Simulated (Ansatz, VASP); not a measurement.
# Two plane-wave programs on HfO2

File INCAR:

```
SYSTEM = HfO2
  PREC = Accurate
  ENCUT = 520
  EDIFF = 1E-7
  ISMEAR = 0
  SIGMA = 0.01
  LREAL = .False.
  LASPH = .True.
  NELM = 80
  ALGO = Normal
  ISIF = 2
  LWAVE = .False.
  LCHARG = .False.
  GGA = PS
  NBANDS = 31
```

KPOINTS

```
regular mesh
0
Gamma
  4 4 6
  0 0 0
```

POSCAR

```
HfO2
1.0
    4.7484743225      0.0000000000      0.0000000000
    0.0000000000      4.7484743225      0.0000000000
    0.0000000000      0.0000000000      3.1620982029
Hf O
2 4
Direct
    0.0000000000      0.0000000000      0.0000000000
    0.5000000000      0.5000000000      0.5000000000
    0.1949600000      0.8050400000      0.5000000000
    0.3050400000      0.3050400000      0.0000000000
    0.6949600000      0.6949600000      0.0000000000
    0.8050400000      0.1949600000      0.5000000000
```

Input for Ansatz:

```yaml
crystal:
  lattice:
    - [4.748474322460779, 0.0, 0.0]
    - [0.0, 4.748474322460779, 0.0]
    - [0.0, 0.0, 3.1620982029201503]
  atoms:
    - { symbol: Hf, position: [0.0, 0.0, 0.0] }
    - { symbol: Hf, position: [0.5, 0.5, 0.5] }
    - { symbol: O, position: [0.19496, 0.80504, 0.5] }
    - { symbol: O, position: [0.30504, 0.30504, 0.0] }
    - { symbol: O, position: [0.69496, 0.69496, 0.0] }
    - { symbol: O, position: [0.80504, 0.19496, 0.5] }
basis:
  ecutwfc: 500.0
kpoints:
  mp_grid:
    grid: [4, 4, 6]
hamiltonian:
  xc: pbesol
scf:
  occupations:
    method: fixed
output:
  stress: true
```

Alike in both runs: task single point; functional PBEsol; k mesh 4 × 4 × 6; no spin polarisation.

```csv
,VASP,Ansatz
version,VASP 6.6.1,Ansatz 0.2.0
potentials or method,"VASP PAW PBE potentials, release 64 (Hf_pv, O), cutoff 520 eV","plane waves, PAW"
occupations,"gaussian, width 0.01 eV",fixed
valence electrons in the cell,44,76
```

|  | VASP | Ansatz | Ansatz less VASP |
| --- | --- | --- | --- |
| pressure (GPa) | 9.5 | 12.4 | +2.90 |
| traceless stress, the component that is largest in VASP (GPa) | 1.40 | 1.84 | +0.438 |

VASP's potentials were made for PBE, not for PBEsol. VASP's potentials hold 44 valence electrons a cell and Ansatz's 76, so a difference there can come from the potentials and not from the codes.

Spin-orbit coupling is off throughout.
